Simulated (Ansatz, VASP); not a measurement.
# One calculation of Te2Mo, two programs

Contents of INCAR:

```
  PREC = Accurate
  ENCUT = 520
  EDIFF = 1E-6
  ISMEAR = 0
  SIGMA = 0.05
  LREAL = False
  LASPH = True
  NELM = 80
  ALGO = Normal
  ISIF = 2
  LWAVE = False
  LCHARG = False
  NBANDS = 20
```

File KPOINTS:

```
Automatic mesh
0
Gamma
  12 12 2
```

POSCAR

```
Te2Mo
1.0
    3.2585551402      0.0000000000      0.0000000000
   -1.6292775701      2.8219915311      0.0000000000
    0.0000000000      0.0000000000     17.5198113284
Te Mo
2 1
Direct
    0.3333333333      0.6666666667      0.8975342416
    0.3333333333      0.6666666667      0.1024657584
    0.0000000000      0.0000000000      0.0000000000
```

Input for Ansatz:

```yaml
crystal:
  lattice:
    - [3.2585551402, 0.0, 0.0]
    - [-1.6292775701, 2.8219915311, 0.0]
    - [0.0, 0.0, 17.5198113284]
  atoms:
    - { symbol: Te, position: [0.3333333333, 0.6666666667, 0.8975342416] }
    - { symbol: Te, position: [0.3333333333, 0.6666666667, 0.1024657584] }
    - { symbol: Mo, position: [0.0, 0.0, 0.0] }
basis:
  ecutwfc: 420
kpoints:
  mp_grid: { grid: [12, 12, 2] }
hamiltonian:
  xc: lda
scf:
  occupations: { method: gaussian, width: 0.05 }
output:
  forces: true
  stress: true
  eigenvalues: true
```

Change from the starting cell: strain -0.0600 x Voigt [1, 1, 0, 0, 0, 0], atoms carried along.

Alike in both runs: task single point; functional LDA; k mesh 12 × 12 × 2; occupations gaussian, width 0.05 eV; no spin polarisation.

|  | VASP | Ansatz |
| --- | --- | --- |
| version | VASP 6.6.1 | Ansatz 0.2.0 |
| potentials or method | VASP PAW LDA potentials, release 64 (Te, Mo_sv), cutoff 520 eV | scalar-relativistic, plane waves, PAW |
| valence electrons in the cell | 26 | 46 |

|  | VASP | Ansatz | Ansatz less VASP |
| --- | --- | --- | --- |
| gap on the k mesh at the Fermi level (eV) | 0.90 | 0.91 | +0.010 |
| least direct gap on the mesh (eV) | 1.51 | 1.51 | +0.001 |
| rms of the force components (eV/Å) | 0.715 | 0.681 | -0.0343 |

LDA's correlation is that of Perdew and Zunger in VASP and of Perdew and Wang (1992) in Ansatz. Atom by atom the forces differ by 0.034 eV/Å (rms over components). VASP's potentials hold 26 valence electrons a cell and Ansatz's 46, so a difference there can come from the potentials and not from the codes.

Neither program's run includes spin-orbit coupling.
